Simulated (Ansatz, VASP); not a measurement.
## Two plane-wave programs on AlRu

```
CELL_PARAMETERS angstrom
2.98262 0.00000 0.00000
0.00000 3.07210 0.00000
0.00000 0.00000 2.98262
ATOMIC_POSITIONS crystal
Al 0.00000 0.00000 0.00000
Ru 0.50000 0.50000 0.50000
```

Change from the starting cell: strain +0.0300 x Voigt [0, 1, 0, 0, 0, 0], atoms carried along.

Alike in both runs: task single point; functional r2SCAN; k mesh 20 × 20 × 20; occupations gaussian, width 0.15 eV; no spin polarisation.

|  | VASP | Ansatz |
| --- | --- | --- |
| version | VASP 6.6.1 | Ansatz 0.2.0 |
| potentials or method | VASP PAW PBE potentials, release 64 (Al, Ru_pv), cutoff 520 eV | scalar-relativistic, plane waves, PAW |
| valence electrons in the cell | 17 | 19 |

```tsv
	VASP	Ansatz	Ansatz less VASP
gap on the k mesh at the Fermi level (eV)	none	none	-
pressure (GPa)	-6.0	-6.0	-0.09
traceless stress, the component that is largest in VASP (GPa)	-3.32	-3.30	+0.014
```

VASP's potentials were made for PBE, not for r2SCAN. A gap of «none» marks a metal or a gap that the smearing closes. The functional is the same, so the differences come from potentials, cutoffs and numerics. VASP's potentials hold 17 valence electrons a cell and Ansatz's 19, so a difference there can come from the potentials and not from the codes.
